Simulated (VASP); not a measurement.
# Te (Fd-3m) in VASP: electric field gradients with PBEsol

Aim: the electric field gradients of Te with PBEsol.

Program: VASP 6.6.1. These are calculated values, not measurements. Logs are shortened: lines on timing, memory, paths and dates and some standing lists are left out, and cuts for length are marked.

**1. The cell of the first run**

The structure is cubic, space group Fd-3m (No. 227). Conventional cell: a = 6.619 Å, b = 6.619 Å, c = 6.619 Å, α = 90.00°, β = 90.00°, γ = 90.00°. Te (site symmetry -43m) has 4 Te at 2.87 Å within 3.8 Å.

**2. Electric field gradients, PBEsol**

Input file INCAR:

```
SYSTEM = Te
ALGO = Normal ; EDIFF = 1E-8
ENCUT = 520 ; GGA = PS
ISIF = 2 ; ISMEAR = -1
LASPH = .True. ; LCHARG = .False.
LEFG = .True. ; LREAL = .False.
LWAVE = .False. ; NBANDS = 13
NELM = 60 ; PREC = Accurate
SIGMA = 0.05
```

Input file KPOINTS:

```
k-points
0
Gamma
  8 8 8
  0 0 0
```

Input file POSCAR:

```
Te
1.0
    0.0000000000      3.3095529740      3.3095529740
    3.3095529740      0.0000000000      3.3095529740
    3.3095529740      3.3095529740      0.0000000000
Te
2
Direct
   -0.1250000000     -0.1250000000     -0.1250000000
    0.1250000000      0.1250000000      0.1250000000
```

Potentials or basis: VASP PAW PBE potentials, release 64 (Te).

The run is started by

```console
cat potpaw_PBE.64/Te/POTCAR > POTCAR
mpirun -np 1 vasp_std > vasp.out
```

OUTCAR:

```text
SYSTEM = Te
   EDIFF = 1E-8
   ENCUT = 520
   GGA = PS
   ISIF = 2
   ISMEAR = -1
   LASPH = .True.
   LREAL = .False.
   NELM = 60
   PREC = Accurate

 ion  position               nearest neighbor table
   1  0.875  0.875  0.875-   2 2.87   2 2.87   2 2.87   2 2.87
   2  0.125  0.125  0.125-   1 2.87   1 2.87   1 2.87   1 2.87

  LATTYP: Found a face centered cubic cell.
 ALAT       =     6.6191059480

  Lattice vectors:

 A1 = (   0.0000000000,   3.3095529740,   3.3095529740)
 A2 = (   3.3095529740,   0.0000000000,   3.3095529740)
 A3 = (   3.3095529740,   3.3095529740,   0.0000000000)

Analysis of symmetry for initial positions (statically):
=====================================================================
 Subroutine PRICEL returns:
 Original cell was already a primitive cell.

 Routine SETGRP: Setting up the symmetry group for a
 face centered cubic supercell.

 Subroutine GETGRP returns: Found 48 space group operations
 (whereof 12 operations were pure point group operations)
 out of a pool of 48 trial point group operations.

The static configuration has the point symmetry D_3d.
 The point group associated with its full space group is O_h .

Analysis of symmetry for dynamics (positions and initial velocities):
=====================================================================
 Subroutine PRICEL returns:
 Original cell was already a primitive cell.

 Routine SETGRP: Setting up the symmetry group for a
 face centered cubic supercell.

 Subroutine GETGRP returns: Found 48 space group operations
 (whereof 12 operations were pure point group operations)
 out of a pool of 48 trial point group operations.

The dynamic configuration has the point symmetry D_3d.
 The point group associated with its full space group is O_h .

 Subroutine INISYM returns: Found 48 space group operations
 (whereof 12 operations are pure point group operations),
 and found     1 'primitive' translations

----------------------------------------------------------------------------------------

                                     Primitive cell

  volume of cell :      72.5000

  direct lattice vectors                    reciprocal lattice vectors
[... 137 lines left out ...]
 cond. band min:       5.6553126247   @ k =   0.3750   0.0000   0.0000
 fundamental gap:      0.0760064190
 Fermi energy:         5.6238264801

 k-point     1 :       0.0000    0.0000    0.0000
  band No.  band energies     occupation
      1      -8.8973      2.00000
      2      -2.3193      2.00000
      3       1.8882      2.00000
      4       1.8882      2.00000
      5       1.8882      2.00000
      6       4.5975      2.00000
      7       4.5975      2.00000
      8       4.5975      2.00000
      9       8.9109      0.00000
     10      11.3315      0.00000
     11      11.3315      0.00000
     12      12.8474      0.00000
     13      12.8474      0.00000
[... 354 lines left out ...]
  band No.  band energies     occupation
      1      -7.4315      2.00000
      2      -5.5602      2.00000
      3      -0.0581      2.00000
      4       0.6936      2.00000
      5       3.2687      2.00000
      6       5.5316      1.72716
      7       6.6325      0.00000
      8       7.3576      0.00000
      9       9.9102      0.00000
     10      11.4454      0.00000
     11      12.0610      0.00000
     12      12.7103      0.00000
     13      14.5957      0.00000

 [... further k-points ...]

------------------------ aborting loop because EDIFF is reached ----------------------------------------

  FORCE on cell =-STRESS in cart. coord.  units (eV):
  Direction    XX          YY          ZZ          XY          YZ          ZX
  --------------------------------------------------------------------------------------
  -------------------------------------------------------------------------------------
  Total        4.0487690      4.0487690      4.0487690     -0.0000000      0.0000000      0.0000000
  in kB       89.4737359     89.4737359     89.4737359     -0.0000000      0.0000000      0.0000000
  external PRESSURE =      89.4737359 kB  Pullay stress =       0.0000000 kB

 VOLUME and BASIS-vectors are now :
 -----------------------------------------------------------------------------
  energy-cutoff  :      520.00
  volume of cell :       72.50
      direct lattice vectors                 reciprocal lattice vectors
     0.000000000  3.309552974  3.309552974    -0.151077805  0.151077805  0.151077805
     3.309552974  0.000000000  3.309552974     0.151077805 -0.151077805  0.151077805
     3.309552974  3.309552974  0.000000000     0.151077805  0.151077805 -0.151077805

 POSITION                                       TOTAL-FORCE (eV/Angst)
 -----------------------------------------------------------------------------------
      5.79172      5.79172      5.79172        -0.000000     -0.000000     -0.000000
      0.82739      0.82739      0.82739         0.000000      0.000000      0.000000
 -----------------------------------------------------------------------------------
    total drift:                               -0.000000      0.000000      0.000000

  FREE ENERGIE OF THE ION-ELECTRON SYSTEM (eV)
  ---------------------------------------------------
  free  energy   TOTEN  =        -5.6916628103 eV

  energy  without entropy=       -5.6774257033  energy(sigma->0) =       -5.68454426

 Electric field gradients (V/A^2)
---------------------------------------------------------------------
 ion       V_xx      V_yy      V_zz      V_xy      V_xz      V_yz
---------------------------------------------------------------------
   1       0.000     0.000     0.000    -0.000    -0.000    -0.000
   2       0.000     0.000     0.000    -0.000    -0.000    -0.000
---------------------------------------------------------------------

 Electric field gradients after diagonalization (V/A^2)
 (convention: |V_zz| > |V_xx| > |V_yy|)
----------------------------------------------------------------------
 ion       V_xx      V_yy      V_zz     asymmetry (V_yy - V_xx)/ V_zz
----------------------------------------------------------------------
   1       0.000     0.000    -0.000       0.000
   2       0.000     0.000    -0.000       0.000
----------------------------------------------------------------------

           NMR quadrupolar parameters

 Cq : quadrupolar parameter    Cq=e*Q*V_zz/h
 eta: asymmetry parameters     (V_yy - V_xx)/ V_zz
 Q  : nuclear electric quadrupole moment in mb (millibarn)
----------------------------------------------------------------------
 ion       Cq(MHz)       eta       Q (mb)
----------------------------------------------------------------------
   1      -0.000       0.000       1.000
   2      -0.000       0.000       1.000
----------------------------------------------------------------------
```

OSZICAR:

```text
N       E                     dE             d eps       ncg     rms          rms(c)
DAV:   1     0.436617668424E+02    0.43662E+02   -0.43495E+03   754   0.728E+02
DAV:   2    -0.295345307574E+01   -0.46615E+02   -0.44461E+02  1014   0.109E+02
DAV:   3    -0.565033414093E+01   -0.26969E+01   -0.26680E+01   992   0.292E+01
DAV:   4    -0.570044061435E+01   -0.50106E-01   -0.50101E-01   951   0.468E+00
DAV:   5    -0.570151562125E+01   -0.10750E-02   -0.10750E-02   964   0.638E-01    0.175E+01
DAV:   6    -0.569459281644E+01    0.69228E-02   -0.35077E-03   884   0.321E-01    0.105E+01
DAV:   7    -0.569173210911E+01    0.28607E-02   -0.57927E-03   849   0.403E-01    0.930E-02
DAV:   8    -0.569167280606E+01    0.59303E-04   -0.22897E-04   829   0.923E-02    0.586E-02
DAV:   9    -0.569166299246E+01    0.98136E-05   -0.43645E-05   909   0.321E-02    0.150E-02
DAV:  10    -0.569166298890E+01    0.35575E-08   -0.13483E-06   899   0.665E-03    0.751E-03
DAV:  11    -0.569166286112E+01    0.12779E-06   -0.83429E-08   944   0.201E-03    0.907E-03
DAV:  12    -0.569166281041E+01    0.50710E-07   -0.53461E-09   527   0.517E-04    0.227E-04
DAV:  13    -0.569166281029E+01    0.12210E-09   -0.47925E-10   477   0.167E-04
   1 F= -.56916628E+01 E0= -.56845443E+01  d E =-.142371E-01
```

stdout:

```text
POSCAR found type information on POSCAR Te
 POSCAR found :  1 types and       2 ions
 scaLAPACK will be used
 -----------------------------------------------------------------------------
|                                                                             |
|                                                                             |
|     You enforced a specific xc type in the INCAR file but a different       |
|     I HOPE YOU KNOW WHAT YOU ARE DOING!                                     |
|                                                                             |
 -----------------------------------------------------------------------------

 LDA part: xc-table for (Slater+PW92), standard interpolation
 POSCAR, INCAR and KPOINTS ok, starting setup
 FFT: planning ... GRIDC
 FFT: planning ... GRID_SOFT
 FFT: planning ... GRID
 WAVECAR not read
 entering main loop
ion   1

ion   2
```

Run time: 24 s. Hardware: 1 thread of Intel Xeon 6975P-C, shared host; peak memory 0.21 GiB.

Results:

```yaml
Free_energy: -5.6917 eV
Pressure: 8.9 GPa
Band_gap_on_the_k_mesh: zero (band 6 reaches 5.87 eV, above the bottom of band 7 at 4.60 eV)
```

Levels at points of the mesh, in eV from the Fermi level:
```tsv
k point	band 2	band 3	band 4	band 5	band 6	band 7	band 8	band 9	band 10	band 11
(0.00, 0.00, 0.00)	-7.94	-3.74	-3.74	-3.74	-1.03	-1.03	-1.03	3.29	5.71	5.71
(0.50, 0.00, 0.00)	-10.78	-4.53	-4.53	-4.07	0.14	0.14	2.59	5.11	5.59	6.34
(0.50, 0.50, 0.00)	-12.18	-5.40	-5.40	-2.02	-2.02	2.78	2.78	5.34	5.34	7.68
```

Caveat: without QUAD_EFG the Cq values of the log hold for a quadrupole moment of 1 mb, not for the nuclei; the PAW data sets were made with another functional, which shifts forces and pressure a little; spin-orbit coupling is left out, which moves the levels of the heavy elements.
